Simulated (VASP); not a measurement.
Input of a VASP 6.6.1 run:

INCAR

```
SYSTEM = CoO
PREC = Accurate
ENCUT = 520
EDIFF = 1E-7
ISMEAR = 0
SIGMA = 0.15
LREAL = .FALSE.
LASPH = .TRUE.
NELM = 150
ALGO = Normal
ISIF = 2
LWAVE = .FALSE.
LCHARG = .FALSE.
ISPIN = 2
MAGMOM = 2.64 0.33
LORBIT = 11
LMAXMIX = 4
GGA = PS
NBANDS = 18
```

The input KPOINTS:

```
Automatic mesh
0
G
  18 18 18
  0 0 0
```

The input POSCAR:

```
CoO
1.0
    1.5054695445      0.8691832468      2.4399269062
   -1.5054695445      0.8691832468      2.4399269062
    0.0000000000     -1.7383664936      2.4399269062
Co O
1 1
Direct
    0.0000000000      0.0000000000      0.0000000000
    0.5119539100      0.5119539100      0.5119539100
```

Potentials or basis: VASP PAW PBE potentials, release 64 (Co, O).

Run with:

```console
$ cat potpaw_PBE.64/Co/POTCAR potpaw_PBE.64/O/POTCAR > POTCAR
$ mpirun -np 1 vasp_std > vasp.out
```

(1) What does it give for the site moments?

(2) Estimate the pressure.

Answers

(1) Co +2.55; O +0.31 μB.

(2) -9.1 GPa.

Caveat: the cell differs from its parent crystal (all O atoms moved +0.087 Å, as atom 2 along Cartesian [0 0 1]); the PAW data sets were made with another functional, which shifts forces and pressure a little; a cell with one magnetic atom can't hold antiferromagnetic order, which such compounds often take.
